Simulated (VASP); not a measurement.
# SrAuN2 (P4/mmm) in VASP: notebook

The runs below take SrAuN2 through single point, relaxation of cell and atoms, with PBE.

Everything below comes from runs of VASP 6.6.1. Logs are shortened: lines on timing, memory, paths and dates and some standing lists are left out, and cuts for length are marked.

## Step 1: The cell of the first run

The structure is tetragonal, space group P4/mmm (No. 123). The conventional cell has a = 3.889 Å, b = 3.889 Å, c = 3.805 Å, α = 90.00°, β = 90.00°, γ = 90.00°. Sr (site symmetry 4/mmm) has 8 N at 2.72 Å and 4 Au at 2.75 Å within 3.6 Å. Within 3.6 Å of Au (site symmetry 4/mmm) lie 8 N at 2.72 Å and 4 Sr at 2.75 Å. N (site symmetry mmm) has 4 Sr at 2.72 Å and 4 Au at 2.72 Å and 4 N at 2.75 Å within 3.6 Å.

## Step 2: Single point, PBE

Input file INCAR:

```
PREC = Accurate
ENCUT = 520
EDIFF = 1E-6
ISMEAR = 0
SIGMA = 0.1
LREAL = F
LASPH = T
NELM = 60
ALGO = Normal
ISIF = 2
LWAVE = F
LCHARG = T
GGA = PE
LELF = T
LVHAR = T
NBANDS = 24
```

Input file KPOINTS:

```
regular mesh
0
Gamma
  4 4 4
```

Input file POSCAR:

```
SrAuN2
1.0
    3.8889156800      0.0000000000      0.0000000000
    0.0000000000      3.8889156800      0.0000000000
    0.0000000000      0.0000000000      3.8045776100
Sr Au N
1 1 2
Direct
    0.5000000000      0.5000000000      0.0000000000
    0.0000000000      0.0000000000      0.0000000000
    0.0000000000      0.5000000000      0.5000000000
    0.5000000000      0.0000000000      0.5000000000
```

Potentials or basis: VASP PAW PBE potentials, release 64 (Sr_sv, Au, N).

Command:

```sh
> cat potpaw_PBE.64/Sr_sv/POTCAR potpaw_PBE.64/Au/POTCAR potpaw_PBE.64/N/POTCAR > POTCAR
> mpirun -np 1 vasp_std > vasp.out
```

OUTCAR:

```text
PREC = Accurate
   ENCUT = 520
   EDIFF = 1E-6
   ISMEAR = 0
   LREAL = F
   LASPH = T
   NELM = 60
   ISIF = 2
   GGA = PE

 ion  position               nearest neighbor table
   1  0.500  0.500  0.000-   3 2.72   4 2.72   3 2.72   4 2.72   4 2.72   4 2.72   3 2.72   3 2.72
                             2 2.75   2 2.75   2 2.75   2 2.75
   2  0.000  0.000  0.000-   1 2.75   1 2.75   1 2.75   1 2.75
   3  0.000  0.500  0.500-   1 2.72   1 2.72   1 2.72   1 2.72
   4  0.500  0.000  0.500-   1 2.72   1 2.72   1 2.72   1 2.72

  LATTYP: Found a simple tetragonal cell.
 ALAT       =     3.8889156800
 C/A-ratio  =     0.9783132171

  Lattice vectors:

 A1 = (   3.8889156800,   0.0000000000,   0.0000000000)
 A2 = (   0.0000000000,   3.8889156800,   0.0000000000)
 A3 = (   0.0000000000,   0.0000000000,   3.8045776100)

Analysis of symmetry for initial positions (statically):
=====================================================================
 Subroutine PRICEL returns:
 Original cell was already a primitive cell.

 Routine SETGRP: Setting up the symmetry group for a
 simple tetragonal supercell.

 Subroutine GETGRP returns: Found 16 space group operations
 (whereof 16 operations were pure point group operations)
 out of a pool of 16 trial point group operations.

The static configuration has the point symmetry D_4h.

Analysis of symmetry for dynamics (positions and initial velocities):
=====================================================================
 Subroutine PRICEL returns:
 Original cell was already a primitive cell.

 Routine SETGRP: Setting up the symmetry group for a
 simple tetragonal supercell.

 Subroutine GETGRP returns: Found 16 space group operations
 (whereof 16 operations were pure point group operations)
 out of a pool of 16 trial point group operations.

The dynamic configuration has the point symmetry D_4h.

 Subroutine INISYM returns: Found 16 space group operations
 (whereof 16 operations are pure point group operations),
 and found     1 'primitive' translations

----------------------------------------------------------------------------------------

                                     Primitive cell

  volume of cell :      57.5392

  direct lattice vectors                    reciprocal lattice vectors
     3.888915680  0.000000000  0.000000000     0.257141086  0.000000000  0.000000000
     0.000000000  3.888915680  0.000000000     0.000000000  0.257141086  0.000000000
     0.000000000  0.000000000  3.804577610     0.000000000  0.000000000  0.262841267

  length of vectors
     3.888915680  3.888915680  3.804577610     0.257141086  0.257141086  0.262841267

  position of ions in fractional coordinates (direct lattice)
     0.500000000  0.500000000  0.000000000
     0.000000000  0.000000000  0.000000000
     0.000000000  0.500000000  0.500000000
     0.500000000  0.000000000  0.500000000

  ion indices of the primitive-cell ions
   primitive index   ion index
                 1           1
                 2           2
                 3           3
                 4           4

----------------------------------------------------------------------------------------

 KPOINTS: regular mesh

Automatic generation of k-mesh.
 Grid dimensions read from file:
 generate k-points for:    4    4    4

 Generating k-lattice:

  Cartesian coordinates                     Fractional coordinates (reciprocal lattice)
     0.064285271  0.000000000  0.000000000     0.250000000  0.000000000  0.000000000
     0.000000000  0.064285271  0.000000000     0.000000000  0.250000000  0.000000000
     0.000000000  0.000000000  0.065710317     0.000000000  0.000000000  0.250000000

  Length of vectors
     0.064285271  0.064285271  0.065710317

  Shift w.r.t. Gamma in fractional coordinates (k-lattice)
     0.000000000  0.000000000  0.000000000

 Subroutine IBZKPT returns following result:
 ===========================================

 Found     18 irreducible k-points:

 Following reciprocal coordinates:
            Coordinates               Weight
  0.000000  0.000000  0.000000      1.000000
  0.250000  0.000000  0.000000      4.000000
  0.500000  0.000000  0.000000      2.000000
  0.250000  0.250000  0.000000      4.000000
  0.500000  0.250000  0.000000      4.000000
  0.500000  0.500000  0.000000      1.000000
[... 10 lines left out ...]
  0.500000  0.250000  0.500000      4.000000
  0.500000  0.500000  0.500000      1.000000
   k-points           NKPTS =     18   k-points in BZ     NKDIM =     18   number of bands    NBANDS=     24
   number of dos      NEDOS =    301   number of ions     NIONS =      4
   total plane-waves  NPLWV =  25200
   dimension x,y,z NGX =    30 NGY =   30 NGZ =   28
   dimension x,y,z NGXF=    60 NGYF=   60 NGZF=   56
   ions per type =               1   1   2
   NGX,Y,Z   is equivalent  to a cutoff of  12.82, 12.82, 12.23 a.u.
   NGXF,Y,Z  is equivalent  to a cutoff of  25.65, 25.65, 24.47 a.u.
 SYSTEM =  unknown system
   PREC   = accura    normal or accurate (medium, high low for compatibility)
   ISTART =      0    job   : 0-new  1-cont  2-samecut
   ICHARG =      2    charge: 1-file 2-atom 10-const
   ISPIN  =      1    spin polarized calculation?
   LNONCOLLINEAR =      F non collinear calculations
   LSORBIT =      F    spin-orbit coupling
   LASPH  =      T    aspherical Exc in radial PAW
   ENCUT  =  520.0 eV  38.22 Ry    6.18 a.u.   7.23  7.23  7.07*2*pi/ulx,y,z
   NELM   =     60;   NELMIN=  2; NELMDL= -5     # of ELM steps
   EDIFF  = 0.1E-05   stopping-criterion for ELM
   LREAL  =      F    real-space projection
   EDIFFG = 0.1E-04   stopping-criterion for IOM
   NSW    =      0    number of steps for IOM
   IBRION =     -1    ionic relax: 0-MD 1-quasi-New 2-CG
   NFREE  =      0    steps in history (QN), initial steepest desc. (CG)
   ISIF   =      2    stress and relaxation
   ISYM   =      2    0-nonsym 1-usesym 2-fastsym
   POTIM  = 0.5000    time-step for ionic-motion
   TEBEG  =    0.0;   TEEND  =   0.0 temperature during run
   PSTRESS=    0.0 pullay stress
   NELECT =      31.0000    total number of electrons
   NUPDOWN=      -1.0000    fix difference up-down
   EMIN   =  10.00;   EMAX   =-10.00  energy-range for DOS
   EFERMI =   0.00;   METHOD = LEGACY
   ISMEAR =     0;   SIGMA  =   0.10  broadening in eV -4-tet -1-fermi 0-gaus
   EFERMI_NEDOS =   21; number of points for ismear=-14 and -15
   IALGO  =     38    algorithm
   IMIX   =      4    mixing-type and parameters
     AMIX     =   0.40;   BMIX     =  1.00
     AMIX_MAG =   1.60;   BMIX_MAG =  1.00
  volume/ion in A,a.u.               =      14.38        97.07
  Fermi-wavevector in a.u.,A,eV,Ry     =   1.332112  2.517328 24.143860  1.774524
  Thomas-Fermi vector in A             =   2.461072
   LORBIT       =      0    0 simple, 1 ext, 2 COOP (PROOUT), +10 PAW based schemes
   GGA     = PE    functional components
   LHFCALC =     F    Hartree Fock is set to
   AEXX    =    0.0000 exact exchange contribution
   IVDW    =     0    specifies the selected vdW correction
   LEPSILON=     F    determine dielectric tensor
   LRPA    =     F    only Hartree local field effects (RPA)
 non-spin polarized calculation
 Gauss-broadening in eV      SIGMA  =   0.10
  energy-cutoff  :      520.00
  volume of cell :       57.54
 maximum number of plane-waves:      1568
 NGX is ok and might be reduce to    30
   NGX = 15   NGY = 15   NGZ = 15

 number of electron      30.9999996 magnetization

 Free energy of the ion-electron system (eV)
  ---------------------------------------------------
  ext. energy  EPLUGINS =         0.00000000
  ---------------------------------------------------
  free energy    TOTEN  =       -15.77248078 eV

  energy without entropy =      -15.75887619  energy(sigma->0) =      -15.76567849

 E-fermi :   4.8927     XC(G=0): -11.4547

 val. band max:        4.7886197706   @ k =   0.0000   0.0000   0.2500
 cond. band min:       4.9025215632   @ k =   0.2500   0.0000   0.2500
 fundamental gap:      0.1139017926
 Fermi energy:         4.8927279077

 k-point     1 :       0.0000    0.0000    0.0000
  band No.  band energies     occupation
      1     -28.2642      2.00000
      2     -10.5286      2.00000
      3     -10.5286      2.00000
      4     -10.1410      2.00000
      5      -8.9468      2.00000
      6      -6.9161      2.00000
[... 16 lines left out ...]
     23      14.3080      0.00000
     24      15.7956      0.00000

 k-point     2 :       0.2500    0.0000    0.0000
  band No.  band energies     occupation
      1     -28.2456      2.00000
      2     -11.0791      2.00000
      3     -10.5928      2.00000
      4     -10.1167      2.00000
      5      -8.3984      2.00000
      6      -6.9371      2.00000
[... 16 lines left out ...]
     23      13.2305      0.00000
     24      14.3540      0.00000

 k-point     3 :       0.5000    0.0000    0.0000
  band No.  band energies     occupation
      1     -28.2268      2.00000
      2     -11.4784      2.00000
      3     -10.6552      2.00000
      4     -10.0921      2.00000
      5      -7.8094      2.00000
      6      -7.1707      2.00000
[... 16 lines left out ...]
     23      13.5451      0.00000
     24      14.9437      0.00000

 k-point     4 :       0.2500    0.2500    0.0000
  band No.  band energies     occupation
      1     -28.2331      2.00000
      2     -11.1261      2.00000
      3     -10.8958      2.00000
      4     -10.0843      2.00000
      5      -7.9425      2.00000
      6      -6.9031      2.00000
[... 16 lines left out ...]
     23      13.7033      0.00000
     24      15.9848      0.00000

 k-point     5 :       0.5000    0.2500    0.0000
  band No.  band energies     occupation
      1     -28.2206      2.00000
      2     -11.3414      2.00000
      3     -10.9527      2.00000
      4     -10.0514      2.00000
      5      -7.3692      2.00000
      6      -7.0713      2.00000
[... 16 lines left out ...]
     23      13.5434      0.00000
     24      15.0686      0.00000

 k-point     6 :       0.5000    0.5000    0.0000
  band No.  band energies     occupation
      1     -28.2144      2.00000
      2     -11.1973      2.00000
      3     -11.1973      2.00000
      4     -10.0099      2.00000
      5      -6.9600      2.00000
      6      -6.9600      2.00000
[... 16 lines left out ...]
     23      14.2781      0.00000
     24      14.8310      0.00000
[... 217 lines left out ...]
 k-point    15 :       0.5000    0.0000    0.5000
  band No.  band energies     occupation
      1     -28.1993      2.00000
      2     -11.0590      2.00000
      3     -10.9111      2.00000
      4     -10.5877      2.00000
      5      -7.8312      2.00000
      6      -7.0352      2.00000
[... 16 lines left out ...]
     23      14.4092      0.00000
     24      14.5938      0.00000

 k-point    16 :       0.2500    0.2500    0.5000
  band No.  band energies     occupation
      1     -28.2055      2.00000
      2     -10.9400      2.00000
      3     -10.8231      2.00000
      4     -10.6515      2.00000
      5      -7.5123      2.00000
      6      -7.2865      2.00000
[... 16 lines left out ...]
     23      14.2959      0.00000
     24      15.0383      0.00000

 k-point    17 :       0.5000    0.2500    0.5000
  band No.  band energies     occupation
      1     -28.1941      2.00000
      2     -10.9419      2.00000
      3     -10.7136      2.00000
      4     -10.7060      2.00000
      5      -7.8256      2.00000
      6      -7.4087      2.00000
[... 16 lines left out ...]
     23      13.6118      0.00000
     24      15.1809      0.00000

 k-point    18 :       0.5000    0.5000    0.5000
  band No.  band energies     occupation
      1     -28.1888      2.00000
      2     -10.8202      2.00000
      3     -10.8202      2.00000
      4     -10.4699      2.00000
      5      -7.8200      2.00000
      6      -7.8200      2.00000
[... 16 lines left out ...]
     23      14.0597      0.00000
     24      14.6311      0.00000

------------------------ aborting loop because EDIFF is reached ----------------------------------------

  FORCE on cell =-STRESS in cart. coord.  units (eV):
  Direction    XX          YY          ZZ          XY          YZ          ZX
  --------------------------------------------------------------------------------------
  -------------------------------------------------------------------------------------
  Total        7.6161295      7.6161295     -5.0918103      0.0000000      0.0000000      0.0000000
  in kB      212.0710568    212.0710568   -141.7814115      0.0000000      0.0000000      0.0000000
  external PRESSURE =      94.1202340 kB  Pullay stress =       0.0000000 kB

 VOLUME and BASIS-vectors are now :
 -----------------------------------------------------------------------------
  energy-cutoff  :      520.00
  volume of cell :       57.54
      direct lattice vectors                 reciprocal lattice vectors
     3.888915680  0.000000000  0.000000000     0.257141086  0.000000000  0.000000000
     0.000000000  3.888915680  0.000000000     0.000000000  0.257141086  0.000000000
     0.000000000  0.000000000  3.804577610     0.000000000  0.000000000  0.262841267

 POSITION                                       TOTAL-FORCE (eV/Angst)
 -----------------------------------------------------------------------------------
      1.94446      1.94446      0.00000         0.000000      0.000000      0.000000
      0.00000      0.00000      0.00000         0.000000      0.000000      0.000000
      0.00000      1.94446      1.90229         0.000000      0.000000      0.000000
      1.94446      0.00000      1.90229         0.000000      0.000000      0.000000
 -----------------------------------------------------------------------------------
    total drift:                                0.000000      0.000000     -0.000000

  FREE ENERGIE OF THE ION-ELECTRON SYSTEM (eV)
  ---------------------------------------------------
  free  energy   TOTEN  =       -15.7724807784 eV

  energy  without entropy=      -15.7588761928  energy(sigma->0) =      -15.76567849
```

It used 41 s of CPU time on 1 thread of AMD EPYC 7R13 Processor (Zen 3) (shared host).

What came out:

```yaml
Free_energy: -15.7725 eV
Pressure: 9.4 GPa
```

Caveat: the k points lie up to 0.41 Å⁻¹ apart; spin-orbit coupling is left out, which moves the levels of the heavy elements.

(Continued in part 2 of 2.)
